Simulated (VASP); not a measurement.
A run of VASP 6.6.1 is set up as follows.

File INCAR:

```
SYSTEM = Pr
PREC     = Accurate       ! precision mode
ENCUT    = 520            ! plane-wave cutoff, eV
EDIFF    = 1E-6           ! SCF threshold, eV
ISMEAR   = -1             ! smearing method
SIGMA    = 0.13605693000000002 ! smearing width, eV
LREAL    = .FALSE.        ! projectors in reciprocal space
LASPH    = .TRUE.         ! aspherical terms in the spheres
NELM     = 80             ! most SCF steps
ALGO     = Normal         ! electronic algorithm
ISIF     = 2              ! what is computed and relaxed
LWAVE    = .FALSE.        ! write WAVECAR
LCHARG   = .TRUE.         ! write CHGCAR
GGA      = PE             ! functional
LELF     = .TRUE.         ! ELF
LVHAR    = .TRUE.       
NBANDS   = 12             ! bands
```

The input KPOINTS:

```
Automatic mesh
0
G
  12 12 12
  0 0 0
```

POSCAR

```
Pr
1.0
    2.7456791650      0.0000000000      0.0000000000
    0.0000000000      2.7456791650      0.0000000000
    0.0000000000      0.0000000000      2.7456791650
Pr
1
Direct
    0.0000000000      0.0000000000      0.0000000000
```

Potentials or basis: VASP PAW PBE potentials, release 64 (Pr).

The run is started by

```console
$ cat potpaw_PBE.64/Pr/POTCAR > POTCAR
$ mpirun -np 1 vasp_std > vasp.out
```

(1) What does it give for the pressure?

## Answers

(1) -1.2 GPa.
